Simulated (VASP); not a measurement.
Runs of VASP 6.6.1 on BiB2. The structure is that of space group P6mm (No. 183), or close to it. The cells are those of the table. 

```tsv
cell	k mesh	gap on the mesh (eV)	largest force (eV/Å)
a = 3.185, b = 3.185, c = 36.932 Å, angles 90.0, 90.0, 120.0°, 6 atoms	12 × 12 × 1	none	(a)
a = 3.188, b = 3.188, c = 34.911 Å, angles 90.0, 90.0, 120.0°, 6 atoms	12 × 12 × 1	none	0.05
a = 3.383, b = 3.383, c = 32.598 Å, angles 90.0, 90.0, 120.0°, 6 atoms	6 × 6 × 1	none	(b)
a = 3.188, b = 3.188, c = 34.911 Å, angles 90.0, 90.0, 120.0°, 6 atoms	6 × 6 × 1	none	0.03
a = 3.299, b = 3.299, c = 19.000 Å, angles 90.0, 90.0, 120.0°, 6 atoms	6 × 6 × 1	none	15.48
```

Alike in all rows: task single point; level PBE+D3(BJ); potentials or basis VASP PAW PBE potentials, release 64 (B, Bi_d); no spin polarisation; cutoff (eV) 520; smearing gaussian 0.1 eV.

Estimate the missing entries.

(a) 0.01; (b) 3.58.

Caveats: some runs use coarse meshes; spin-orbit coupling is left out, which moves the levels of the heavy elements.

A k mesh can miss the band edges, and the runs leave out spin-orbit coupling on Bi.

A gap of «none» marks levels without a gap at the run's occupations.
